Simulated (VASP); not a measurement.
Set up this calculation in VASP 6.6.1, as the native input.

| Property | Result |
| --- | --- |
| Task | single point |
| Functional | r2SCAN |
| Potentials or basis | VASP PAW PBE potentials, release 64 (Ta_pv, N) |
| Cutoff | 660 eV |
| k mesh | 10 × 10 × 9 |
| Occupations | fermi-dirac, width 0.05 eV |
| Spin | no spin polarisation |
| Dipole correction | no |
| Further INCAR settings | ALGO = Normal; EDIFF = 1e-06; NBANDS = 15 |

Crystal: TaN.

```
Ta N
1.0
     2.99562    0.00000    0.00000
    -1.49781    2.59429    0.00000
     0.00000    0.00000    2.93954
Ta N
1 1
Direct
  0.00000 0.00000 0.50000
  0.66667 0.33333 0.00000
```

This cell differs from its parent crystal: volume scaled by 1.06.

One way to write it, as run:

POSCAR

```
TaN
1.0
    2.9956224723      0.0000000000      0.0000000000
   -1.4978112361      2.5942851611      0.0000000000
    0.0000000000      0.0000000000      2.9395437670
Ta N
1 1
Direct
    0.0000000000      0.0000000000      0.5000000000
    0.6666666667      0.3333333333      0.0000000000
```

INCAR.step1

```
SYSTEM = TaN
  ALGO = Normal
  EDIFF = 1E-5
  ENCUT = 660
  GGA = PE
  GGA_COMPAT = .FALSE.
  ISMEAR = -1
  LASPH = .TRUE.
  LCHARG = .FALSE.
  LREAL = .FALSE.
  LWAVE = .TRUE.
  NBANDS = 15
  NELM = 120
  PREC = Accurate
  SIGMA = 0.05
```

INCAR.step2

```
SYSTEM = TaN
  ALGO = Normal
  EDIFF = 1E-6
  ENCUT = 660
  GGA_COMPAT = .FALSE.
  ISIF = 2
  ISMEAR = -1
  ISTART = 1
  LASPH = .TRUE.
  LCHARG = .FALSE.
  LMIXTAU = .TRUE.
  LREAL = .FALSE.
  LWAVE = .FALSE.
  METAGGA = R2SCAN
  NBANDS = 15
  NELM = 120
  PREC = Accurate
  SIGMA = 0.05
```

KPOINTS

```
k-points
0
G
  10 10 9
  0 0 0
```

Potentials or basis: VASP PAW PBE potentials, release 64 (Ta_pv, N).

Command:

```sh
$ cat potpaw_PBE.64/Ta_pv/POTCAR potpaw_PBE.64/N/POTCAR > POTCAR
$ cp INCAR.step1 INCAR
$ mpirun -np 1 vasp_std > vasp.out
$ cp INCAR.step2 INCAR
$ mpirun -np 1 vasp_std > vasp.out
```

Results of the run:

```
Pressure               : -17.4 GPa
Band gap on the k mesh : zero (band 8 reaches 7.89 eV, above the bottom of band 9 at 7.57 eV)
```

Caveat: the PAW data sets were made with another functional, which shifts forces and pressure a little; spin-orbit coupling is left out, which moves the levels of the heavy elements.

Wall time 2.5 min on 1 thread of Intel(R) Xeon(R) Platinum 8259CL CPU @ 2.50GHz (Skylake/Cascade Lake), on a shared host, peak memory 0.19 GiB.
